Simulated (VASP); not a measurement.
Write the native input for VASP 6.6.1 that does the following.

| Item | Value |
| --- | --- |
| Task | single point |
| Functional | PBEsol |
| Potentials or basis | VASP PAW PBE potentials, release 64 (Hf_pv) |
| Cutoff | 520 eV |
| k mesh | 18 × 18 × 18 |
| Occupations | gaussian, width 0.15 eV |
| Spin | no spin polarisation |
| Dipole correction | no |
| Further INCAR settings | ALGO = Normal; EDIFF = 1e-06; NBANDS = 11 |

The structure of Hf lies in POSCAR:

```
Hf
1.0
   -1.8320750000      1.8320750000      1.8050000000
    1.8320750000     -1.8320750000      1.8050000000
    1.8320750000      1.8320750000     -1.8050000000
Hf
1
Direct
    0.0000000000      0.0000000000      0.0000000000
```

This cell differs from its parent crystal: strain +0.015 along x and y, +0.000 along z.

One way to write it, as run:

INCAR

```
SYSTEM = Hf
ALGO = Normal ; EDIFF = 1E-6
ENCUT = 520 ; GGA = PS
ISIF = 2 ; ISMEAR = 0
LASPH = .TRUE. ; LCHARG = .TRUE.
LELF = .TRUE. ; LREAL = .FALSE.
LVHAR = .TRUE. ; LWAVE = .FALSE.
NBANDS = 11 ; NELM = 100
PREC = Accurate ; SIGMA = 0.15
```

KPOINTS

```
k-points
0
G
  18 18 18
  0 0 0
```

Potentials or basis: VASP PAW PBE potentials, release 64 (Hf_pv).

Launch:

```sh
$ cat potpaw_PBE.64/Hf_pv/POTCAR > POTCAR
$ mpirun -np 1 vasp_std > vasp.out
```

Results of the run:

| Quantity | Value |
| --- | --- |
| Pressure | -11.4 GPa |
| Band gap on the k mesh | zero (band 5 reaches 5.34 eV, above the bottom of band 6 at 3.23 eV) |

Caveat: the cell differs from its parent crystal (strain +0.015 along x and y, +0.000 along z); the PAW data sets were made with another functional, which shifts forces and pressure a little; spin-orbit coupling is left out, which moves the levels of the heavy elements.

Run time: 52 s on 1 thread of Intel(R) Xeon(R) Platinum 8488C (Sapphire Rapids), on a shared host, peak memory 0.24 GiB.
